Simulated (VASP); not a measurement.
Runs of VASP 6.6.1 on HfO2. The structure is that of space group P4_2/nmc (No. 137), or close to it. The cells are those of the table. 

```csv
cell,gap on the mesh (eV),pressure (GPa),largest force (eV/Å)
"a = 3.534, b = 3.534, c = 5.137 Å, 6 atoms",(c),12.3,0.22
"a = 3.498, b = 3.498, c = 5.084 Å, 6 atoms",4.93,(b),0.42
"a = 3.605, b = 3.605, c = 5.240 Å, 6 atoms",(a),-3.3,0.12
"a = 3.570, b = 3.570, c = 5.189 Å, 6 atoms",4.71,3.9,0.04
"a = 3.639, b = 3.639, c = 5.290 Å, 6 atoms",4.48,(d),0.26
```

Alike in all rows: task single point; level PBE; potentials or basis VASP PAW PBE potentials, release 64 (Hf_pv, O); no spin polarisation; k mesh 6 × 6 × 4; cutoff (eV) 520; smearing gaussian 0.01 eV.

Q: Fill in the values left out.

A: (a) 4.60; (b) 22.0; (c) 4.83; (d) -9.5.

Caveats: spin-orbit coupling is left out, which moves the levels of the heavy elements.

A k mesh can miss the band edges, and the runs leave out spin-orbit coupling on Hf.
